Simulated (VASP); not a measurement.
Runs of VASP 6.6.1 on AlN. The structure is that of space group F-43m (No. 216), or close to it. The cells are those of the table. 

| level | cell | k mesh | smearing | grid for exact exchange (PRECFOCK) | screening parameter | gap on the mesh (eV) | pressure (GPa) | largest force (eV/Å) |
| --- | --- | --- | --- | --- | --- | --- | --- | --- |
| PBE | a = 3.134 Å, angles 60.0°, 2 atoms | 10 × 10 × 10 | fermi-dirac 0.02 eV | - | - | 3.29 | -3.9 | - |
| r2SCAN | a = 3.115, b = 3.090 Å, angles 60.3, 59.5, 60.3°, 2 atoms | 10 × 10 × 10 | gaussian 0.01 eV | - | - | 3.87 | -3.7 | - |
| HSE06 | a = 3.043, b = 3.043, c = 2.996 Å, angles 60.5, 60.5, 59.0°, 2 atoms | 8 × 8 × 8 | gaussian 0.01 eV | Normal | 0.2079 1/Å | 4.51 | 13.8 | - |
| r2SCAN | a = 3.090 Å, angles 60.0°, 2 atoms | 10 × 10 × 10 | gaussian 0.01 eV | - | - | 3.93 | (a) | - |
| PBE | a = 3.115, b = 3.090 Å, angles 60.3, 59.5, 60.3°, 2 atoms | 10 × 10 × 10 | fermi-dirac 0.02 eV | - | - | 3.26 | 1.0 | - |
| PBE | a = 3.090 Å, angles 60.0°, 2 atoms | 6 × 6 × 6 | gaussian 0.01 eV | - | - | 3.32 | 4.3 | - |
| PBE | a = 3.090, b = 3.090, c = 3.172 Å, angles 59.1, 59.1, 58.2°, 2 atoms | 10 × 10 × 10 | fermi-dirac 0.02 eV | - | - | 3.00 | 4.6 | (c) |
| PBE | a = 3.115, b = 3.090 Å, angles 60.3, 59.5, 60.3°, 2 atoms | 6 × 6 × 6 | gaussian 0.01 eV | - | - | 3.26 | 1.0 | - |
| PBE | a = 3.090 Å, angles 60.0°, 2 atoms | 10 × 10 × 10 | fermi-dirac 0.02 eV | - | - | 3.32 | 4.3 | - |
| PBE | a = 3.090, b = 3.090, c = 3.172 Å, angles 59.1, 59.1, 58.2°, 2 atoms | 6 × 6 × 6 | gaussian 0.01 eV | - | - | 3.00 | 4.5 | 0.04 |
| r2SCAN | a = 3.134 Å, angles 60.0°, 2 atoms | 10 × 10 × 10 | gaussian 0.01 eV | - | - | (d) | (b) | - |
| PBE | a = 3.134 Å, angles 60.0°, 2 atoms | 6 × 6 × 6 | gaussian 0.01 eV | - | - | 3.29 | -3.9 | - |

Alike in all rows: task single point; potentials or basis VASP PAW PBE potentials, release 64 (Al, N); no spin polarisation; cutoff (eV) 520.

Question: Fill in the values left out.

Answer: (a) -0.4; (b) -8.6; (c) 0.05; (d) 3.90.

Caveats: some runs use coarse meshes; the PAW data sets were made with another functional, which shifts forces and pressure a little (some runs).

A k mesh can miss the band edges.
